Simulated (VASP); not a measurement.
**Cd2C (fluorite type): single point with PBE**

The system is Cd2C (fluorite type).

```
CELL_PARAMETERS angstrom
0.00000 2.94365 2.94365
2.94365 0.00000 2.94365
2.94365 2.94365 0.00000
ATOMIC_POSITIONS crystal
C 0.00000 0.00000 0.00000
Cd 0.25000 0.25000 0.25000
Cd 0.75000 0.75000 0.75000
```

```json
{
  "Program": "VASP 6.6.1",
  "Task": "single point",
  "Functional": "PBE",
  "Potentials or basis": "VASP PAW PBE potentials, release 64 (C, Cd)",
  "Cutoff": "520 eV",
  "k mesh": "10 × 10 × 10",
  "Occupations": "methfessel-paxton, width 0.15 eV",
  "Spin": "no spin polarisation"
}
```

The pressure is 0.7 GPa and the band gap on the k mesh is zero (bands 14 and 15 overlap by 0.54 eV).

Levels at points of the mesh, in eV from the Fermi level:
```csv
k point,band 10,band 11,band 12,band 13,band 14,band 15,band 16,band 17,band 18,band 19
"(0.00, 0.00, 0.00)",-7.75,-7.75,-1.84,0.19,0.19,0.19,3.98,3.98,3.98,7.44
"(0.50, 0.00, 0.00)",-8.65,-7.64,-5.93,-0.62,-0.62,-0.35,4.41,5.07,5.07,7.15
"(0.50, 0.50, 0.00)",-7.86,-7.77,-4.53,-2.58,-2.58,0.91,1.52,5.09,7.01,7.01
```

Wall time 26 s on 1 thread of AMD EPYC 9R45 96-Core Processor (Zen 5), on a shared host, peak memory 0.17 GiB.
